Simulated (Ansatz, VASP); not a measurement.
## Two plane-wave programs on B

```xyz
5
Lattice="2.7143 1.5671 1.6091 -2.7143 1.5671 1.6091 0.0000 -3.1342 1.6091" Properties=species:S:1:pos:R:3 pbc="T T T"
B     0.0000    0.0000    1.5908
B     0.0000    0.0000    3.2366
B     0.6090    1.5671    1.6091
B    -1.6616   -0.2562    1.6091
B     1.0527   -1.3109    1.6091
```

Alike in both runs: task single point; functional PBE; k mesh 6 × 6 × 6; occupations gaussian, width 0.1 eV; no spin polarisation.

|  | VASP | Ansatz |
| --- | --- | --- |
| version | VASP 6.6.1 | Ansatz 0.2.0 |
| potentials or method | VASP PAW PBE potentials, release 64 (B), cutoff 520 eV | scalar-relativistic, plane waves, PAW |
| valence electrons in the cell | 15 | 15 |

|  | VASP | Ansatz | Ansatz less VASP |
| --- | --- | --- | --- |
| gap on the k mesh at the Fermi level (eV) | none | none | - |
| pressure (GPa) | 14.0 | 14.0 | -0.04 |
| traceless stress, the component that is largest in VASP (GPa) | 12.75 | 12.74 | -0.013 |
| rms of the force components (eV/Å) | 1.616 | 1.612 | -0.0046 |

Atom by atom the forces differ by 0.005 eV/Å (rms over components). A gap of «none» marks a metal or a gap that the smearing closes.
